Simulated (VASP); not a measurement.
# YPdF2 (P-3m1) in VASP: notebook

YPdF2 is run at these levels: PBE; tasks: single point, relaxation of cell and atoms.

All numbers are computed with VASP 6.6.1; they aren't measurements. Logs are shortened: lines on timing, memory, paths and dates and some standing lists are left out, and cuts for length are marked.

## Step 1: The cell of the first run

Symmetry: P-3m1, No. 164, trigonal system. The conventional cell has a = 3.860 Å, b = 3.860 Å, c = 5.712 Å, α = 90.00°, β = 90.00°, γ = 120.00°. Within 3.0 Å of Y (site symmetry -3m) lie 6 F at 2.29 Å and 2 Pd at 2.86 Å. Pd (site symmetry -3m) has 2 Y at 2.86 Å and 6 F at 3.23 Å within 3.8 Å. Within 3.0 Å of F (site symmetry 3m) lie 3 Y at 2.29 Å and 3 F at 2.46 Å.

## Step 2: Single point, PBE

Input file INCAR:

```
ALGO = Normal
EDIFF = 1E-6
ENCUT = 520
GGA = PE
ISIF = 2
ISMEAR = 0
LASPH = T
LCHARG = T
LELF = T
LREAL = F
LVHAR = T
LWAVE = F
NBANDS = 26
NELM = 100
PREC = Accurate
SIGMA = 0.1
```

Input file KPOINTS:

```
k-points
0
Gamma
  12 12 8
```

Input file POSCAR:

```
YPdF2
1.0
    3.8603459419      0.0000000000      0.0000000000
   -1.9301729709      3.3431576531      0.0000000000
    0.0000000000      0.0000000000      5.7117013044
Y Pd F
1 1 2
Direct
    0.0000000000      0.0000000000      0.5000000000
    0.0000000000      0.0000000000      0.0000000000
    0.3333333333      0.6666666667      0.5915366799
    0.6666666667      0.3333333333      0.4084633201
```

Potentials or basis: VASP PAW PBE potentials, release 64 (Y_sv, Pd, F).

Started as:

```console
$ cat potpaw_PBE.64/Y_sv/POTCAR potpaw_PBE.64/Pd/POTCAR potpaw_PBE.64/F/POTCAR > POTCAR
$ mpirun -np 1 vasp_std > vasp.out
```

OUTCAR:

```text
EDIFF = 1E-6
   ENCUT = 520
   GGA = PE
   ISIF = 2
   ISMEAR = 0
   LASPH = T
   LREAL = F
   NELM = 100
   PREC = Accurate

 ion  position               nearest neighbor table
   1  0.000  0.000  0.500-   3 2.29   4 2.29   3 2.29   4 2.29   4 2.29   3 2.29   2 2.86   2 2.86

   2  0.000  0.000  0.000-   1 2.86   1 2.86
   3  0.333  0.667  0.592-   1 2.29   1 2.29   1 2.29
   4  0.667  0.333  0.408-   1 2.29   1 2.29   1 2.29

  LATTYP: Found a hexagonal cell.
 ALAT       =     3.8603459419
 C/A-ratio  =     1.4795827603

  Lattice vectors:

 A1 = (   3.8603459419,   0.0000000000,   0.0000000000)
 A2 = (  -1.9301729709,   3.3431576531,   0.0000000000)
 A3 = (   0.0000000000,   0.0000000000,   5.7117013044)

Analysis of symmetry for initial positions (statically):
=====================================================================
 Subroutine PRICEL returns:
 Original cell was already a primitive cell.

 Routine SETGRP: Setting up the symmetry group for a
 hexagonal supercell.

 Subroutine GETGRP returns: Found 12 space group operations
 (whereof 12 operations were pure point group operations)
 out of a pool of 24 trial point group operations.

The static configuration has the point symmetry D_3d.

Analysis of symmetry for dynamics (positions and initial velocities):
=====================================================================
 Subroutine PRICEL returns:
 Original cell was already a primitive cell.

 Routine SETGRP: Setting up the symmetry group for a
 hexagonal supercell.

 Subroutine GETGRP returns: Found 12 space group operations
 (whereof 12 operations were pure point group operations)
 out of a pool of 24 trial point group operations.

The dynamic configuration has the point symmetry D_3d.

 Subroutine INISYM returns: Found 12 space group operations
 (whereof 12 operations are pure point group operations),
 and found     1 'primitive' translations

----------------------------------------------------------------------------------------

                                     Primitive cell

  volume of cell :      73.7138

  direct lattice vectors                    reciprocal lattice vectors
[... 86 lines left out ...]
   LNONCOLLINEAR =      F non collinear calculations
   LSORBIT =      F    spin-orbit coupling
   LASPH  =      T    aspherical Exc in radial PAW
   ENCUT  =  520.0 eV  38.22 Ry    6.18 a.u.   7.18  7.18 10.62*2*pi/ulx,y,z
   NELM   =    100;   NELMIN=  2; NELMDL= -5     # of ELM steps
   EDIFF  = 0.1E-05   stopping-criterion for ELM
   LREAL  =      F    real-space projection
   EDIFFG = 0.1E-04   stopping-criterion for IOM
   NSW    =      0    number of steps for IOM
   IBRION =     -1    ionic relax: 0-MD 1-quasi-New 2-CG
   NFREE  =      0    steps in history (QN), initial steepest desc. (CG)
   ISIF   =      2    stress and relaxation
   ISYM   =      2    0-nonsym 1-usesym 2-fastsym
   POTIM  = 0.5000    time-step for ionic-motion
   TEBEG  =    0.0;   TEEND  =   0.0 temperature during run
   PSTRESS=    0.0 pullay stress
   NELECT =      35.0000    total number of electrons
   NUPDOWN=      -1.0000    fix difference up-down
   EMIN   =  10.00;   EMAX   =-10.00  energy-range for DOS
   EFERMI =   0.00;   METHOD = LEGACY
   ISMEAR =     0;   SIGMA  =   0.10  broadening in eV -4-tet -1-fermi 0-gaus
   EFERMI_NEDOS =   21; number of points for ismear=-14 and -15
   IALGO  =     38    algorithm
   IMIX   =      4    mixing-type and parameters
     AMIX     =   0.40;   BMIX     =  1.00
     AMIX_MAG =   1.60;   BMIX_MAG =  1.00
  volume/ion in A,a.u.               =      18.43       124.36
  Fermi-wavevector in a.u.,A,eV,Ry     =   1.277168  2.413497 22.193249  1.631158
  Thomas-Fermi vector in A             =   2.409783
   LORBIT       =      0    0 simple, 1 ext, 2 COOP (PROOUT), +10 PAW based schemes
   GGA     = PE    functional components
   LHFCALC =     F    Hartree Fock is set to
   AEXX    =    0.0000 exact exchange contribution
   IVDW    =     0    specifies the selected vdW correction
   LEPSILON=     F    determine dielectric tensor
   LRPA    =     F    only Hartree local field effects (RPA)
 non-spin polarized calculation
 Gauss-broadening in eV      SIGMA  =   0.10
  energy-cutoff  :      520.00
  volume of cell :       73.71
 maximum number of plane-waves:      2004
 NGX is ok and might be reduce to    30
   NGX = 15   NGY = 15   NGZ = 21

 number of electron      34.9999994 magnetization

 Free energy of the ion-electron system (eV)
  ---------------------------------------------------
  ext. energy  EPLUGINS =         0.00000000
  ---------------------------------------------------
  free energy    TOTEN  =       -24.69801384 eV

  energy without entropy =      -24.69414676  energy(sigma->0) =      -24.69608030

 E-fermi :   3.5408     XC(G=0):  -9.6502

 val. band max:        3.5398365406   @ k =   0.3333   0.0833   0.2500
 cond. band min:       3.6008041398   @ k =   0.3333   0.0000   0.5000
 fundamental gap:      0.0609675992
 Fermi energy:         3.5407808990

 k-point     1 :       0.0000    0.0000    0.0000
  band No.  band energies     occupation
      1     -40.0685      2.00000
      2     -22.1154      2.00000
      3     -21.5282      2.00000
      4     -19.9892      2.00000
      5     -19.9892      2.00000
      6     -19.6873      2.00000
[... 685 lines left out ...]
     25      11.6085      0.00000
     26      12.0886      0.00000

 [... further k-points ...]

------------------------ aborting loop because EDIFF is reached ----------------------------------------

  FORCE on cell =-STRESS in cart. coord.  units (eV):
  Direction    XX          YY          ZZ          XY          YZ          ZX
  --------------------------------------------------------------------------------------
  -------------------------------------------------------------------------------------
  Total       -0.0060820     -0.0060820     -0.0288834     -0.0000000     -0.0000000      0.0000000
  in kB       -0.1321932     -0.1321932     -0.6277835     -0.0000000     -0.0000000      0.0000000
  external PRESSURE =      -0.2973900 kB  Pullay stress =       0.0000000 kB

 VOLUME and BASIS-vectors are now :
 -----------------------------------------------------------------------------
  energy-cutoff  :      520.00
  volume of cell :       73.71
      direct lattice vectors                 reciprocal lattice vectors
     3.860345942  0.000000000  0.000000000     0.259044141  0.149559205  0.000000000
    -1.930172971  3.343157653  0.000000000     0.000000000  0.299118410  0.000000000
     0.000000000  0.000000000  5.711701304     0.000000000  0.000000000  0.175079183

 POSITION                                       TOTAL-FORCE (eV/Angst)
 -----------------------------------------------------------------------------------
      0.00000      0.00000      2.85585        -0.000000      0.000000      0.000000
      0.00000      0.00000      0.00000        -0.000000      0.000000      0.000000
     -0.00000      2.22877      3.37868        -0.000000      0.000000     -0.000835
      1.93017      1.11439      2.33302         0.000000     -0.000000      0.000835
 -----------------------------------------------------------------------------------
    total drift:                                0.000000      0.000000      0.000000

  FREE ENERGIE OF THE ION-ELECTRON SYSTEM (eV)
  ---------------------------------------------------
  free  energy   TOTEN  =       -24.6980138383 eV

  energy  without entropy=      -24.6941467553  energy(sigma->0) =      -24.69608030
```

OSZICAR:

```text
N       E                     dE             d eps       ncg     rms          rms(c)
DAV:   1     0.240677885587E+03    0.24068E+03   -0.17735E+04  6812   0.127E+03
DAV:   2    -0.108404965114E+02   -0.25152E+03   -0.23886E+03  7920   0.323E+02
DAV:   3    -0.266279903561E+02   -0.15787E+02   -0.15646E+02  9572   0.749E+01
DAV:   4    -0.272293720700E+02   -0.60138E+00   -0.59952E+00  9552   0.102E+01
DAV:   5    -0.272391566594E+02   -0.97846E-02   -0.97832E-02  8360   0.123E+00    0.267E+01
DAV:   6    -0.247787809327E+02    0.24604E+01   -0.74577E+00  7168   0.184E+01    0.228E+01
DAV:   7    -0.247151636793E+02    0.63617E-01   -0.74031E-01  8836   0.500E+00    0.142E+01
DAV:   8    -0.247375226696E+02   -0.22359E-01   -0.34469E-01  8340   0.424E+00    0.170E+00
DAV:   9    -0.246995613655E+02    0.37961E-01   -0.16843E-01  7636   0.236E+00    0.690E-01
DAV:  10    -0.246978904762E+02    0.16709E-02   -0.12296E-02  7416   0.734E-01    0.330E-01
DAV:  11    -0.246979385112E+02   -0.48035E-04   -0.52934E-04  8904   0.148E-01    0.119E-01
DAV:  12    -0.246980076953E+02   -0.69184E-04   -0.12650E-04  7270   0.837E-02    0.329E-02
DAV:  13    -0.246980131438E+02   -0.54485E-05   -0.21688E-05  9268   0.280E-02    0.657E-03
DAV:  14    -0.246980138383E+02   -0.69449E-06   -0.14898E-06  6102   0.881E-03
   1 F= -.24698014E+02 E0= -.24696080E+02  d E =-.386708E-02
```

Run time: 3.3 min. Hardware: 1 thread of Intel Xeon Platinum 8124M at 3.00GHz (Skylake/Cascade Lake), shared host; peak memory 0.4 GiB.

What came out:

| Property | Result |
| --- | --- |
| Free energy | -24.6980 eV |
| Pressure | 0.0 GPa |

Levels at points of the mesh, in eV from the Fermi level:
```
           k point  band 14  band 15  band 16  band 17  band 18  band 19  band 20  band 21  band 22  band 23
(0.00, 0.00, 0.00)    -2.11    -1.70    -1.70    -1.27    -1.27     3.11     3.11     3.58     4.79     6.37
(0.50, 0.00, 0.00)    -1.96    -1.72    -1.62    -0.81     0.79     2.04     2.94     3.23     3.93     5.35
(0.00, 0.00, 0.50)    -1.51    -1.51    -1.28    -1.28    -1.20     0.28     2.48     2.48     4.43     6.31
(0.50, 0.00, 0.50)    -1.86    -1.57    -1.53    -0.81     0.81     1.58     1.72     2.55     3.68     4.68
```

Caveat: an odd number of electrons without spin polarisation forces a metal; a magnetic or distorted state may lie lower.

## Step 3: Relaxation of cell and atoms, PBE

Input file INCAR:

```
PREC     = Accurate       # precision mode
ENCUT    = 600            # plane-wave cutoff, eV
EDIFF    = 1E-6           # SCF threshold, eV
ISMEAR   = 0              # smearing method
SIGMA    = 0.1            # smearing width, eV
LREAL    = False          # projectors in reciprocal space
LASPH    = True           # aspherical terms in the spheres
NELM     = 100            # most SCF steps
ALGO     = Normal         # electronic algorithm
ISIF     = 3              # what is computed and relaxed
LWAVE    = False          # write WAVECAR
LCHARG   = False          # write CHGCAR
GGA      = PE             # functional
IBRION   = 2              # ionic algorithm
NSW      = 100            # ionic steps
EDIFFG   = -0.01          # ionic threshold
```

Input file KPOINTS:

```
regular mesh
0
Gamma
  12 12 8
```

Input file POSCAR:

```
YPdF2
1.0
    3.8561704592      0.0000000000      0.0000000000
   -1.9280852296      3.3395415790      0.0000000000
    0.0000000000      0.0000000000      5.7197190380
Y Pd F
1 1 2
Direct
    0.0000000000      0.0000000000      0.5000000000
    0.0000000000      0.0000000000      0.0000000000
    0.3333333333      0.6666666667      0.5918750475
    0.6666666667      0.3333333333      0.4081249525
```

Potentials or basis: VASP PAW PBE potentials, release 64 (Y_sv, Pd, F).

Started as:

```console
$ cat potpaw_PBE.64/Y_sv/POTCAR potpaw_PBE.64/Pd/POTCAR potpaw_PBE.64/F/POTCAR > POTCAR
$ mpirun -np 1 vasp_std > vasp.out
```

Wall time 5.5 min (1 thread of Intel Xeon Platinum 8124M at 3.00GHz (Skylake/Cascade Lake), shared host); peak memory 0.45 GiB.

It converged, with:

| Item | Value |
| --- | --- |
| Free energy | -24.7026 eV |
| Relaxed volume | 18.38 Å³/atom |
| Relaxed cell | a = 3.857 Å, b = 3.857 Å, c = 5.705 Å, α = 90.00°, β = 90.00°, γ = 120.00° |
| Space group after relaxing (to 0.05 Å) | P-3m1 (No. 164) |
| Energy gained by relaxing | 0.0 meV/atom |
| Ionic steps | 3 |
| Pressure after relaxing | 0.0 GPa |

Stress tensor (GPa, compression positive):
```
 0.07  0.00  0.00
 0.00  0.07  0.00
 0.00  0.00 -0.03
```

Step by step:
```
step  energy change (eV)  largest force (eV/Å)  pressure (GPa)  volume (Å³)
   1              0.0000                0.0004           -0.07        73.66
   2             -0.0001                0.0002            0.00        73.57
   3             -0.0002                0.0008            0.04        73.52
```

Final structure:
```
Y Pd F
1.0
     3.85740    0.00000    0.00000
    -1.92870    3.34061    0.00000
     0.00000    0.00000    5.70519
Y Pd F
1 1 2
Cartesian
  0.0000 0.0000 2.8526
  0.0000 0.0000 0.0000
  0.0000 2.2271 3.3767
  1.9287 1.1135 2.3285
```

Levels at points of the mesh, in eV from the Fermi level:
```tsv
k point	band 14	band 15	band 16	band 17	band 18	band 19	band 20	band 21
(0.00, 0.00, 0.00)	-2.12	-1.71	-1.71	-1.28	-1.28	3.12	3.12	3.59
(0.50, 0.00, 0.00)	-1.97	-1.72	-1.62	-0.81	0.79	2.04	2.94	3.24
(0.00, 0.00, 0.50)	-1.51	-1.51	-1.28	-1.28	-1.20	0.28	2.48	2.48
(0.50, 0.00, 0.50)	-1.87	-1.58	-1.53	-0.81	0.81	1.58	1.73	2.55
```

Caveat: an odd number of electrons without spin polarisation forces a metal; a magnetic or distorted state may lie lower.
